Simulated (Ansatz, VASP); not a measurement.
## LiH: VASP beside Ansatz

File INCAR:

```
SYSTEM = LiH
ALGO     = Normal         ! electronic algorithm
EDIFF    = 1E-7           ! SCF threshold, eV
ENCUT    = 520            ! plane-wave cutoff, eV
ISIF     = 2              ! what is computed and relaxed
ISMEAR   = -1             ! smearing method
LASPH    = .TRUE.         ! aspherical terms in the spheres
LCHARG   = .FALSE.        ! write CHGCAR
LREAL    = .FALSE.        ! projectors in reciprocal space
LWAVE    = .FALSE.        ! write WAVECAR
NBANDS   = 9              ! bands
NELM     = 100            ! most SCF steps
PREC     = Accurate       ! precision mode
SIGMA    = 0.05           ! smearing width, eV
```

File KPOINTS:

```
k-points
0
G
  11 11 11
  0 0 0
```

File POSCAR:

```
LiH
1.0
    0.0000000000      2.0766964161      2.0766964161
    2.0766964161      0.0000000000      2.0766964161
    2.0766964161      2.0766964161      0.0000000000
Li H
1 1
Direct
    0.0000000000      0.0000000000      0.0000000000
    0.5000000000      0.5000000000      0.5000000000
```

File input.yaml:

```yaml
crystal:
  lattice:
    - [0.0, 2.0766964161, 2.0766964161]
    - [2.0766964161, 0.0, 2.0766964161]
    - [2.0766964161, 2.0766964161, 0.0]
  atoms:
    - { symbol: Li, position: [0.0, 0.0, 0.0] }
    - { symbol: H, position: [0.5, 0.5, 0.5] }
hamiltonian:
  xc: lda
  pseudopotentials: { kind: paw }
kpoints:
  mp_grid: { grid: [11, 11, 11] }
scf:
  occupations: { method: fermi_dirac, width: 0.05 }
output:
  forces: true
  stress: true
  eigenvalues: true
```

Alike in both runs: task single point; functional LDA; k mesh 11 × 11 × 11; occupations fermi-dirac, width 0.05 eV; no spin polarisation.

```csv
,VASP,Ansatz
version,VASP 6.6.1,Ansatz 0.2.0
potentials or method,"VASP PAW LDA potentials, release 64 (Li_sv, H)",Ansatz PAW
plane-wave cutoff (eV),520,420
valence electrons in the cell,4,4
```

```tsv
	VASP	Ansatz	Ansatz less VASP
gap on the k mesh at the Fermi level (eV)	2.87	2.88	+0.007
least direct gap on the mesh (eV)	2.87	2.88	+0.007
```

LDA's correlation is that of Perdew and Zunger in VASP and of Perdew and Wang (1992) in Ansatz.

Noted on VASP's run: the cutoff is short for stress, so the pressure is rough. Noted on Ansatz's run: odd divisions of the mesh miss points on the zone boundary, where band edges often lie, so the gap on the mesh can be too wide.
